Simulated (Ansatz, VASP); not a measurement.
## Two plane-wave programs on Hf3GeRu

INCAR

```
SYSTEM = Hf3GeRu
PREC     = Accurate       ! precision mode
ENCUT    = 600            ! plane-wave cutoff, eV
EDIFF    = 1E-7           ! SCF threshold, eV
ISMEAR   = 0              ! smearing method
SIGMA    = 0.1            ! smearing width, eV
LREAL    = .FALSE.        ! projectors in reciprocal space
LASPH    = .TRUE.         ! aspherical terms in the spheres
NELM     = 100            ! most SCF steps
ALGO     = Fast           ! electronic algorithm
ISIF     = 3              ! what is computed and relaxed
LWAVE    = .FALSE.        ! write WAVECAR
LCHARG   = .FALSE.        ! write CHGCAR
GGA      = PE             ! functional
IBRION   = 2              ! ionic algorithm
NSW      = 90             ! ionic steps
EDIFFG   = -0.04          ! ionic threshold
```

File KPOINTS:

```
Automatic mesh
0
G
  4 4 4
  0 0 0
```

The input POSCAR:

```
Hf3GeRu
1.0
    4.2008020600      0.0000000000      0.0000000000
    0.0000000000      4.2008020600      0.0000000000
    0.0000000000      0.0000000000      4.2008020600
Hf Ge Ru
3 1 1
Direct
    0.5000000000      0.0000000000      0.0000000000
    0.0000000000      0.5000000000      0.0000000000
    0.0000000000      0.0000000000      0.5000000000
    0.0000000000      0.0000000000      0.0000000000
    0.5000000000      0.5000000000      0.5000000000
```

Input for Ansatz:

```yaml
crystal:
  lattice:
    - [4.20080206, 0.0, 0.0]
    - [0.0, 4.20080206, 0.0]
    - [0.0, 0.0, 4.20080206]
  atoms:
    - { symbol: Hf, position: [0.5, 0.0, 0.0] }
    - { symbol: Hf, position: [0.0, 0.5, 0.0] }
    - { symbol: Hf, position: [0.0, 0.0, 0.5] }
    - { symbol: Ge, position: [0.0, 0.0, 0.0] }
    - { symbol: Ru, position: [0.5, 0.5, 0.5] }
basis:
  ecutwfc: 420
kpoints:
  mp_grid: { grid: [4, 4, 4] }
hamiltonian:
  xc: pbe
scf:
  occupations: { method: gaussian, width: 0.1 }
  lower_state_search: "off"
output:
  forces: true
  stress: true
  eigenvalues: true
relax:
  adjacent_minimum: "off"
  f_tol: 0.04
  max_steps: 70
  cell: { stress_tol: 0.4 }
```

Change from the starting cell: species swapped into the KTaO3 type (Pm-3m, No. 221).

Alike in both runs: task relaxation of cell and atoms; functional PBE; k mesh 4 × 4 × 4; occupations gaussian, width 0.1 eV; no spin polarisation.

```csv
,VASP,Ansatz
version,VASP 6.6.1,Ansatz 0.2.0
potentials or method,"VASP PAW PBE potentials, release 64 (Hf_pv, Ge_d, Ru_pv), cutoff 600 eV","scalar-relativistic, plane waves, PAW"
valence electrons in the cell,58,108
```

|  | VASP | Ansatz | Ansatz less VASP |
| --- | --- | --- | --- |
| gap on the k mesh at the Fermi level, each at its own relaxed structure (eV) | none | none | - |
| relaxed volume (Å³/atom) | 22.92 | 23.04 | +0.116 |
| relaxed length of the cell vector where the two differ most in proportion (Å) | 4.858 | 4.866 | +0.0082 |

A gap of «none» marks a metal or a gap that the smearing closes. VASP's potentials hold 58 valence electrons a cell and Ansatz's 108, so a difference there can come from the potentials and not from the codes.

The k mesh is coarse, so the values compare programs but aren't converged. Spin-orbit coupling is off throughout. Noted on VASP's run: the volume moved by over 15 % at a fixed basis, so the end points are rough.
